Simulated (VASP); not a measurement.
Set up this calculation in VASP 6.6.1, as the native input.

```
Task                   : single point
Functional             : PBE
Potentials or basis    : VASP PAW PBE potentials, release 64 (Al, In_d, N)
Cutoff                 : 520 eV
k mesh                 : 4 × 4 × 4
Occupations            : gaussian, width 0.1 eV
Spin                   : collinear spin, ferromagnetic start
Starting moments       : [0.0, 0.0, 0.0, 1.0, 1.0, 1.0] μB
Dipole correction      : no
Further INCAR settings : ALGO = Normal; EDIFF = 1e-07; NBANDS = 35
```

The structure of AlIn2N3 lies in POSCAR:

```
AlIn2N3
1.0
    3.5769225944     -5.9584343815      0.0000000000
    3.5769225944      5.9584343815      0.0000000000
    0.0000000000      0.0000000000      3.2880895147
Al In N
1 2 3
Direct
    0.5000000000      0.5000000000      0.5000000000
    0.1706004022      0.8293995978      0.0000000000
    0.8293995978      0.1706004022      0.0000000000
    0.0000000000      0.5000000000      0.0000000000
    0.5000000000      0.0000000000      0.0000000000
    0.0000000000      0.0000000000      0.0000000000
```

The input as run:

INCAR

```
SYSTEM = AlIn2N3
PREC = Accurate ; ENCUT = 520
EDIFF = 1E-7 ; ISMEAR = 0
SIGMA = 0.1 ; LREAL = .False.
LASPH = .True. ; NELM = 150
ALGO = Normal ; ISIF = 2
LWAVE = .False. ; LCHARG = .False.
ISPIN = 2 ; MAGMOM = 0 0 0 1 1 1
LORBIT = 11 ; GGA = PE
NBANDS = 35
```

KPOINTS

```
regular mesh
0
Gamma
  4 4 4
  0 0 0
```

Potentials or basis: VASP PAW PBE potentials, release 64 (Al, In_d, N).

Run with:

```sh
$ cat potpaw_PBE.64/Al/POTCAR potpaw_PBE.64/In_d/POTCAR potpaw_PBE.64/N/POTCAR > POTCAR
$ mpirun -np 1 vasp_std > vasp.out
```

It gave:

```json
{
  "Pressure": "0.0 GPa",
  "Largest force": "0.019 eV/Å",
  "Net moment": "2.07 μB per cell",
  "Site moments": "Al -0.03; In -0.04; N +0.52, +0.63 μB",
  "Valence electrons inside the program's atomic spheres": "Al 0.71; In 11.58; N 3.54"
}
```

Caveat: the k points lie up to 0.48 Å⁻¹ apart.

Wall time 9.7 min on 1 thread of Oxide Virtual Turin-like Processor, with other jobs on the host, peak memory 0.36 GiB.
